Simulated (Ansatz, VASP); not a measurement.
# LiSi2: VASP beside Ansatz

Contents of INCAR:

```
PREC     = Accurate       # precision mode
ENCUT    = 600            # plane-wave cutoff, eV
EDIFF    = 1E-6           # SCF threshold, eV
ISMEAR   = 0              # smearing method
SIGMA    = 0.1            # smearing width, eV
LREAL    = F              # projectors in reciprocal space
LASPH    = T              # aspherical terms in the spheres
NELM     = 100            # most SCF steps
ALGO     = Normal         # electronic algorithm
ISIF     = 3              # what is computed and relaxed
LWAVE    = F              # write WAVECAR
LCHARG   = F              # write CHGCAR
GGA      = PE             # functional
IBRION   = 2              # ionic algorithm
NSW      = 100            # ionic steps
EDIFFG   = -0.01          # ionic threshold
```

The input KPOINTS:

```
Automatic mesh
0
Gamma
  12 12 12
```

Contents of POSCAR:

```
LiSi2
1.0
    1.8912545458      1.0919163211      4.4217465582
   -1.8912545458      1.0919163211      4.4217465582
    0.0000000000     -2.1838326423      4.4217465582
Li Si
1 2
Direct
    0.0000000000      0.0000000000      0.0000000000
    0.2004718041      0.2004718041      0.2004718041
    0.7995281959      0.7995281959      0.7995281959
```

Input for Ansatz:

```yaml
crystal:
  lattice:
    - [1.8912545458, 1.0919163211, 4.4217465582]
    - [-1.8912545458, 1.0919163211, 4.4217465582]
    - [0.0, -2.1838326423, 4.4217465582]
  atoms:
    - { symbol: Li, position: [0.0, 0.0, 0.0] }
    - { symbol: Si, position: [0.2004718041, 0.2004718041, 0.2004718041] }
    - { symbol: Si, position: [0.7995281959, 0.7995281959, 0.7995281959] }
basis:
  ecutwfc: 420
kpoints:
  mp_grid: { grid: [12, 12, 12] }
hamiltonian:
  xc: pbe
scf:
  occupations: { method: gaussian, width: 0.1 }
output:
  forces: true
  stress: true
  eigenvalues: true
relax:
  adjacent_minimum: "off"
  f_tol: 0.01
  max_steps: 80
  cell: { stress_tol: 0.05 }
```

Change from the starting cell: the structure that the rattled marcasite type (Pnnm, No. 58) fell into.

Alike in both runs: task relaxation of cell and atoms; functional PBE; k mesh 12 × 12 × 12; occupations gaussian, width 0.1 eV; no spin polarisation.

|  | VASP | Ansatz |
| --- | --- | --- |
| version | VASP 6.6.1 | Ansatz 0.2.0 |
| potentials or method | VASP PAW PBE potentials, release 64 (Li_sv, Si), cutoff 600 eV | scalar-relativistic, plane waves, PAW |
| valence electrons in the cell | 11 | 11 |

```csv
,VASP,Ansatz,Ansatz less VASP
"gap on the k mesh at the Fermi level, each at its own relaxed structure (eV)",none,none,-
relaxed volume (Å³/atom),18.34,18.37,+0.030
relaxed length of the cell vector where the two differ most in proportion (Å),4.953,4.956,+0.0030
```

A gap of «none» marks a metal or a gap that the smearing closes.

Noted on VASP's run: the cutoff is under 1.25 times that of the potentials, so the pressure is a little rough.
